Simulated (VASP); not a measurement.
# PtSe2 (P-3m1) in VASP: further runs

PtSe2 is run at these levels: PBE; tasks: relaxation of shape and atoms at fixed volume, relaxation of cell and atoms, single point.

All numbers are computed with VASP 6.6.1; they aren't measurements. Logs are shortened: lines on timing, memory, paths and dates and some standing lists are left out, and cuts for length are marked.

## Step 1: The cell of the first run

It takes space group P-3m1 (No. 164, trigonal). The conventional cell has a = 3.714 Å, b = 3.714 Å, c = 6.448 Å, α = 90.00°, β = 90.00°, γ = 120.00°. Within 3.3 Å of Pt (site symmetry -3m) lie 6 Se at 2.50 Å. Within 3.3 Å of Se (site symmetry 3m) lie 3 Pt at 2.50 Å.

## Step 2: Relaxation of shape and atoms at fixed volume, PBE (volume scaled by 0.97)

Input file INCAR:

```
PREC = Accurate
ENCUT = 600
EDIFF = 1E-7
ISMEAR = 0
SIGMA = 0.02
LREAL = False
LASPH = True
NELM = 60
ALGO = Normal
ISIF = 4
LWAVE = False
LCHARG = False
GGA = PE
IBRION = 2
NSW = 50
EDIFFG = -0.01
```

Input file KPOINTS:

```
regular mesh
0
Gamma
  12 12 4
```

Input file POSCAR:

```
PtSe2
1.0
    3.7136311924      0.0000000000      0.0000000000
   -1.8568155962      3.2160989529      0.0000000000
    0.0000000000      0.0000000000      6.4483462452
Pt Se
1 2
Direct
    0.0000000000      0.0000000000      0.0000000000
    0.3333333333      0.6666666667      0.2005958070
    0.6666666667      0.3333333333      0.7994041930
```

Potentials or basis: VASP PAW PBE potentials, release 64 (Pt, Se).

Started as:

```
> cat potpaw_PBE.64/Pt/POTCAR potpaw_PBE.64/Se/POTCAR > POTCAR
> mpirun -np 1 vasp_std > vasp.out
```

OUTCAR:

```text
PREC = Accurate
   ENCUT = 600
   EDIFF = 1E-7
   ISMEAR = 0
   LREAL = False
   LASPH = True
   NELM = 60
   ISIF = 4
   GGA = PE
   IBRION = 2
   NSW = 50
   EDIFFG = -0.01

 ion  position               nearest neighbor table
   1  0.000  0.000  0.000-   2 2.50   3 2.50   2 2.50   3 2.50   3 2.50   2 2.50
   2  0.333  0.667  0.201-   1 2.50   1 2.50   1 2.50
   3  0.667  0.333  0.799-   1 2.50   1 2.50   1 2.50

  LATTYP: Found a hexagonal cell.
 ALAT       =     3.7136311924
 C/A-ratio  =     1.7363992037

  Lattice vectors:

 A1 = (   3.7136311924,   0.0000000000,   0.0000000000)
 A2 = (  -1.8568155962,   3.2160989529,   0.0000000000)
 A3 = (   0.0000000000,   0.0000000000,   6.4483462452)

Analysis of symmetry for initial positions (statically):
=====================================================================
 Subroutine PRICEL returns:
 Original cell was already a primitive cell.

 Routine SETGRP: Setting up the symmetry group for a
 hexagonal supercell.

 Subroutine GETGRP returns: Found 12 space group operations
 (whereof 12 operations were pure point group operations)
 out of a pool of 24 trial point group operations.

The static configuration has the point symmetry D_3d.

Analysis of symmetry for dynamics (positions and initial velocities):
=====================================================================
 Subroutine PRICEL returns:
 Original cell was already a primitive cell.

 Routine SETGRP: Setting up the symmetry group for a
 hexagonal supercell.

 Subroutine GETGRP returns: Found 12 space group operations
 (whereof 12 operations were pure point group operations)
 out of a pool of 24 trial point group operations.

The dynamic configuration has the point symmetry D_3d.

 Subroutine INISYM returns: Found 12 space group operations
 (whereof 12 operations are pure point group operations),
 and found     1 'primitive' translations

----------------------------------------------------------------------------------------

                                     Primitive cell

  volume of cell :      77.0152

  direct lattice vectors                    reciprocal lattice vectors
     3.713631192  0.000000000  0.000000000     0.269278221  0.155467853  0.000000000
    -1.856815596  3.216098953  0.000000000     0.000000000  0.310935706  0.000000000
     0.000000000  0.000000000  6.448346245     0.000000000  0.000000000  0.155078521

  length of vectors
     3.713631192  3.713631192  6.448346245     0.310935706  0.310935706  0.155078521

  position of ions in fractional coordinates (direct lattice)
     0.000000000  0.000000000  0.000000000
     0.333333333  0.666666667  0.200595807
     0.666666667  0.333333333  0.799404193

  ion indices of the primitive-cell ions
   primitive index   ion index
                 1           1
                 2           2
                 3           3

----------------------------------------------------------------------------------------

 KPOINTS: regular mesh

Automatic generation of k-mesh.
 Grid dimensions read from file:
 generate k-points for:   12   12    4

 Generating k-lattice:

  Cartesian coordinates                     Fractional coordinates (reciprocal lattice)
     0.022439852  0.012955654  0.000000000     0.083333333  0.000000000  0.000000000
     0.000000000  0.025911309  0.000000000     0.000000000  0.083333333  0.000000000
     0.000000000  0.000000000  0.038769630     0.000000000  0.000000000  0.250000000

  Length of vectors
     0.025911309  0.025911309  0.038769630

  Shift w.r.t. Gamma in fractional coordinates (k-lattice)
     0.000000000  0.000000000  0.000000000

 Subroutine IBZKPT returns following result:
 ===========================================

 Found     69 irreducible k-points:

 Following reciprocal coordinates:
            Coordinates               Weight
  0.000000  0.000000  0.000000      1.000000
  0.083333 -0.000000  0.000000      6.000000
  0.166667 -0.000000  0.000000      6.000000
  0.250000 -0.000000  0.000000      6.000000
  0.333333 -0.000000  0.000000      6.000000
  0.416667 -0.000000  0.000000      6.000000
[... 16 lines left out ...]
  0.166667 -0.000000  0.250000      6.000000
  0.000000  0.166667  0.250000      6.000000
 [... further k-points ...]
   k-points           NKPTS =     69   k-points in BZ     NKDIM =     69   number of bands    NBANDS=     15
   number of dos      NEDOS =    301   number of ions     NIONS =      3
   total plane-waves  NPLWV =  48600
   dimension x,y,z NGX =    30 NGY =   30 NGZ =   54
   dimension x,y,z NGXF=    60 NGYF=   60 NGZF=  108
   ions per type =               1   2
   NGX,Y,Z   is equivalent  to a cutoff of  13.43, 13.43, 13.92 a.u.
   NGXF,Y,Z  is equivalent  to a cutoff of  26.86, 26.86, 27.84 a.u.
 SYSTEM =  unknown system
   PREC   = accura    normal or accurate (medium, high low for compatibility)
   ISTART =      0    job   : 0-new  1-cont  2-samecut
   ICHARG =      2    charge: 1-file 2-atom 10-const
[... 59 lines left out ...]

  FORCE on cell =-STRESS in cart. coord.  units (eV):
  Direction    XX          YY          ZZ          XY          YZ          ZX
  --------------------------------------------------------------------------------------
  -------------------------------------------------------------------------------------
  Total        1.5672197      1.5672197      1.0636550      0.0000000      0.0000000      0.0000000
  in kB       32.6034780     32.6034780     22.1276272      0.0000000      0.0000000      0.0000000
  external PRESSURE =      29.1115277 kB  Pullay stress =       0.0000000 kB

 VOLUME and BASIS-vectors are now :
 -----------------------------------------------------------------------------
  energy-cutoff  :      600.00
  volume of cell :       77.02
      direct lattice vectors                 reciprocal lattice vectors
     3.713631192  0.000000000  0.000000000     0.269278221  0.155467853  0.000000000
    -1.856815596  3.216098953  0.000000000     0.000000000  0.310935706  0.000000000
     0.000000000  0.000000000  6.448346245     0.000000000  0.000000000  0.155078521
[... 149 lines left out ...]
 POSITION                                       TOTAL-FORCE (eV/Angst)
 -----------------------------------------------------------------------------------
     -1.87200      3.24239      0.00000         0.000000      0.000000      0.000000
     -0.00000      2.16160      1.31230        -0.000000     -0.000000     -0.020061
      1.87200      1.08080      5.03189        -0.000000      0.000000      0.020061
 -----------------------------------------------------------------------------------
    total drift:                               -0.000000      0.000000     -0.000000

  FREE ENERGIE OF THE ION-ELECTRON SYSTEM (eV)
  ---------------------------------------------------
  free  energy   TOTEN  =       -14.3023317617 eV

  energy  without entropy=      -14.3023317617  energy(sigma->0) =      -14.30233176

--------------------------------------- Ionic step        6  -------------------------------------------

 number of electron      22.0000002 magnetization

 Free energy of the ion-electron system (eV)
  ---------------------------------------------------
  ext. energy  EPLUGINS =         0.00000000
  ---------------------------------------------------
  free energy    TOTEN  =       -14.30263788 eV

  energy without entropy =      -14.30263788  energy(sigma->0) =      -14.30263788

 E-fermi :   3.4855     XC(G=0):  -9.1726

 val. band max:        3.3899418998   @ k =   0.0833   0.0833   0.0000
 cond. band min:       4.1470272226   @ k =   0.0000   0.2500   0.2500
 fundamental gap:      0.7570853228
 Fermi energy:         3.4855212699

 k-point     1 :       0.0000    0.0000    0.0000
  band No.  band energies     occupation
      1     -10.9063      2.00000
      2      -9.0411      2.00000
      3      -2.1507      2.00000
      4      -1.9765      2.00000
      5      -1.9765      2.00000
      6       0.2623      2.00000
      7       0.2623      2.00000
      8       1.6761      2.00000
      9       3.0392      2.00000
     10       3.0392      2.00000
     11       3.2059      2.00000
     12       5.9178      0.00000
     13       5.9178      0.00000
     14       7.5373      0.00000
     15       8.4746      0.00000
[... 397 lines left out ...]
 k-point    24 :       0.0000    0.1667    0.2500
  band No.  band energies     occupation
      1     -10.5982      2.00000
      2      -9.1279      2.00000
      3      -2.0436      2.00000
      4      -1.8135      2.00000
      5      -1.6247      2.00000
      6      -0.2265      2.00000
      7       0.0966      2.00000
      8       1.1037      2.00000
      9       2.6066      2.00000
     10       2.9740      2.00000
     11       3.2621      2.00000
     12       4.6508      0.00000
     13       5.5933      0.00000
     14       9.0238      0.00000
     15       9.4403      0.00000

 [... further k-points ...]

------------------------ aborting loop because EDIFF is reached ----------------------------------------

  FORCE on cell =-STRESS in cart. coord.  units (eV):
  Direction    XX          YY          ZZ          XY          YZ          ZX
  --------------------------------------------------------------------------------------
  -------------------------------------------------------------------------------------
  Total        0.0337090      0.0337090      0.0330049     -0.0000000     -0.0000000      0.0000000
  in kB        0.7012618      0.7012618      0.6866145     -0.0000000     -0.0000000      0.0000000
  external PRESSURE =       0.6963794 kB  Pullay stress =       0.0000000 kB

 VOLUME and BASIS-vectors are now :
 -----------------------------------------------------------------------------
  energy-cutoff  :      600.00
  volume of cell :       77.02
      direct lattice vectors                 reciprocal lattice vectors
     3.751444161  0.000000000  0.000000000     0.266564010  0.153900803 -0.000000000
    -1.875722081  3.248845944  0.000000000     0.000000000  0.307801606 -0.000000000
     0.000000000  0.000000000  6.319008184     0.000000000 -0.000000000  0.158252683

 POSITION                                       TOTAL-FORCE (eV/Angst)
 -----------------------------------------------------------------------------------
      0.00000      0.00000      0.00000        -0.000000      0.000000      0.000000
     -0.00000      2.16590      1.30628        -0.000000      0.000000      0.001371
      1.87572      1.08295      5.01273         0.000000     -0.000000     -0.001371
 -----------------------------------------------------------------------------------
    total drift:                                0.000000     -0.000000     -0.000000

  FREE ENERGIE OF THE ION-ELECTRON SYSTEM (eV)
  ---------------------------------------------------
  free  energy   TOTEN  =       -14.3026378840 eV

  energy  without entropy=      -14.3026378840  energy(sigma->0) =      -14.30263788

 reached required accuracy - stopping structural energy minimisation
```

Wall time 5.3 min (1 thread of AMD EPYC 7R43 (Zen 3), shared host); peak memory 0.25 GiB.

Results:

```yaml
Free_energy: -14.3026 eV
Energy_gained_by_relaxing: 6.8 meV/atom
Ionic_steps: 6
Pressure_after_relaxing: 0.1 GPa
Band_gap_on_the_k_mesh: 0.76 eV, indirect (least direct gap 0.93 eV)
```

The path:
| step | energy change (eV) | largest force (eV/Å) | pressure (GPa) | volume (Å³) |
| --- | --- | --- | --- | --- |
| 1 | 0.0000 | 0.3997 | 2.91 | 77.02 |
| 2 | -0.0136 | 0.1853 | 1.64 | 77.02 |
| 3 | -0.0188 | 0.0728 | 0.10 | 77.02 |
| 4 | -0.0188 | 0.0458 | 0.26 | 77.02 |
| 5 | -0.0200 | 0.0201 | 0.16 | 77.02 |
| 6 | -0.0203 | 0.0014 | 0.07 | 77.02 |

Final structure:
```yaml
crystal:
  lattice:
    - [3.75144, 0.00000, 0.00000]
    - [-1.87572, 3.24885, 0.00000]
    - [0.00000, 0.00000, 6.31901]
  atoms:
    - { symbol: Pt, position: [0.00000, 0.00000, 0.00000] }
    - { symbol: Se, position: [0.33333, 0.66667, 0.20672] }
    - { symbol: Se, position: [0.66667, 0.33333, 0.79328] }
```

Caveat: the cell differs from its parent crystal (volume scaled by 0.97); spin-orbit coupling is left out, which moves the levels of the heavy elements; this functional lacks dispersion, which binds the layers, so the pressure and a relaxed spacing across them are unreliable. A k mesh can miss the band edges.

## Step 3: Relaxation of cell and atoms, PBE

This run uses another cell than the first one, of 26.47 Å³/atom, 1.031 times its volume.

Input file INCAR:

```
SYSTEM = PtSe2
  PREC = Accurate
  ENCUT = 600
  EDIFF = 1E-6
  ISMEAR = 0
  SIGMA = 0.02
  LREAL = .False.
  LASPH = .True.
  NELM = 60
  ALGO = Normal
  ISIF = 3
  LWAVE = .False.
  LCHARG = .False.
  GGA = PE
  IBRION = 2
  NSW = 100
  EDIFFG = -0.01
```

Input file KPOINTS:

```
Automatic mesh
0
Gamma
  12 12 4
  0 0 0
```

Input file POSCAR:

```
PtSe2
1.0
    3.7515280056      0.0000000000      0.0000000000
   -1.8757640028      3.2489185559      0.0000000000
    0.0000000000      0.0000000000      6.5141502416
Pt Se
1 2
Direct
    0.0000000000      0.0000000000      0.0000000000
    0.3333333333      0.6666666667      0.2005958070
    0.6666666667      0.3333333333      0.7994041930
```

Potentials or basis: VASP PAW PBE potentials, release 64 (Pt, Se).

Started as:

```
> cat potpaw_PBE.64/Pt/POTCAR potpaw_PBE.64/Se/POTCAR > POTCAR
> mpirun -np 1 vasp_std > vasp.out
```

It took 71 s on 1 thread of AMD EPYC 7R43 (Zen 3), shared host; peak memory 0.25 GiB.

The run converged. Its results:

```yaml
Free_energy: -14.3032 eV
Pressure_after_relaxing: 0.0 GPa
Band_gap_on_the_k_mesh: 0.88 eV, indirect (least direct gap 1.03 eV)
```

Forces on the atoms (eV/Å):
```
Pt   0.000  0.000  0.000
Se   0.000  0.000 -0.003
Se   0.000  0.000  0.003
```

Final structure:
```xyz
3
Lattice="3.7515 0.0000 0.0000 -1.8758 3.2489 0.0000 0.0000 0.0000 6.5142" Properties=species:S:1:pos:R:3 pbc="T T T"
Pt    0.0000    0.0000    0.0000
Se    0.0000    2.1659    1.3067
Se    1.8758    1.0830    5.2074
```

Levels at points of the mesh, in eV from the valence-band top:
| k point | band 9 | band 10 | band 11 | band 12 | band 13 | band 14 |
| --- | --- | --- | --- | --- | --- | --- |
| (0.00, 0.00, 0.00) | -0.26 | -0.26 | -0.22 | 2.64 | 2.64 | 4.18 |
| (0.50, 0.00, 0.00) | -2.15 | -2.09 | -1.84 | 1.95 | 2.51 | 4.67 |
| (0.00, 0.00, 0.50) | -1.30 | -0.29 | -0.29 | 2.71 | 2.71 | 5.27 |
| (0.50, 0.00, 0.50) | -2.21 | -2.04 | -1.37 | 2.16 | 2.36 | 4.39 |

Caveat: the relaxation stopped at its first step, so nothing moved; spin-orbit coupling is left out, which moves the levels of the heavy elements; this functional lacks dispersion, which binds the layers, so the pressure and a relaxed spacing across them are unreliable. A k mesh can miss the band edges.

## Step 4: Single point, PBE (volume scaled by 1.03, then relaxed in part)

Input file INCAR:

```
PREC = Accurate
ENCUT = 520
EDIFF = 1E-6
ISMEAR = 0
SIGMA = 0.02
LREAL = False
LASPH = True
NELM = 60
ALGO = Normal
ISIF = 2
LWAVE = False
LCHARG = True
GGA = PE
LELF = True
LVHAR = True
NBANDS = 18
```

Input file KPOINTS:

```
Automatic mesh
0
Gamma
  12 12 4
```

Input file POSCAR:

```
PtSe2
1.0
    3.7542025536      0.0000000000      0.0000000000
   -1.8771012768      3.2512347824      0.0000000000
    0.0000000000      0.0000000000      6.7000181590
Pt Se
1 2
Direct
    0.0000000000      0.0000000000      0.0000000000
    0.3333333333      0.6666666667      0.1948788441
    0.6666666667      0.3333333333      0.8051211559
```

Started as:

```
> cat potpaw_PBE.64/Pt/POTCAR potpaw_PBE.64/Se/POTCAR > POTCAR
> mpirun -np 1 vasp_std > vasp.out
```

Run time: 33 s. Hardware: 1 thread of Intel Xeon 6975P-C (Granite Rapids), shared host; peak memory 0.25 GiB.

The run converged. Its results:

```yaml
Free_energy: -14.3029 eV
Pressure: -0.2 GPa
Largest_force: 0.007 eV/Å
Band_gap_on_the_k_mesh: 0.97 eV, indirect (least direct gap 1.11 eV)
```

Forces in eV/Å, atoms in the order of the input:
```
Pt   0.000  0.000  0.000
Se   0.000  0.000 -0.007
Se   0.000  0.000  0.007
```

Stress tensor (GPa, compression positive):
```
-0.21  0.00  0.00
 0.00 -0.21  0.00
 0.00  0.00 -0.08
```

Levels at points of the mesh, in eV from the valence-band top:
| k point | band 9 | band 10 | band 11 | band 12 | band 13 | band 14 |
| --- | --- | --- | --- | --- | --- | --- |
| (0.00, 0.00, 0.00) | -0.25 | -0.20 | -0.20 | 2.71 | 2.71 | 4.18 |
| (0.50, 0.00, 0.00) | -2.09 | -2.02 | -1.72 | 2.05 | 2.55 | 4.69 |
| (0.00, 0.00, 0.50) | -1.18 | -0.22 | -0.22 | 2.76 | 2.76 | 5.31 |
| (0.50, 0.00, 0.50) | -2.13 | -1.98 | -1.35 | 2.21 | 2.44 | 4.45 |

Caveat: the cell differs from its parent crystal (volume scaled by 1.03, then relaxed in part); spin-orbit coupling is left out, which moves the levels of the heavy elements; this functional lacks dispersion, which binds the layers, so the pressure and a relaxed spacing across them are unreliable. A k mesh can miss the band edges.

## Step 5: Summary

```csv
task,cell,cutoff (eV),gap on the mesh (eV),pressure (GPa)
relaxation of shape and atoms at fixed volume,"relaxed from a = 3.714, b = 3.714, c = 6.448 Å, angles 90.0, 90.0, 120.0°, 3 atoms",600,0.76,0.1
relaxation of cell and atoms,"relaxed from a = 3.752, b = 3.752, c = 6.514 Å, angles 90.0, 90.0, 120.0°, 3 atoms",600,0.88,0.0
single point,"a = 3.754, b = 3.754, c = 6.700 Å, angles 90.0, 90.0, 120.0°, 3 atoms",520,0.97,-0.2
```

Alike in all rows: level PBE; potentials or basis VASP PAW PBE potentials, release 64 (Pt, Se); no spin polarisation; k mesh 12 × 12 × 4; smearing gaussian 0.02 eV.

Caveats: spin-orbit coupling is left out, which moves the levels of the heavy elements; this functional lacks dispersion, which binds the layers, so the pressure and a relaxed spacing across them are unreliable; the relaxation stopped at its first step, so nothing moved (some runs).

Total energies depend on the potentials used, so only differences within one code and one set of settings carry meaning.
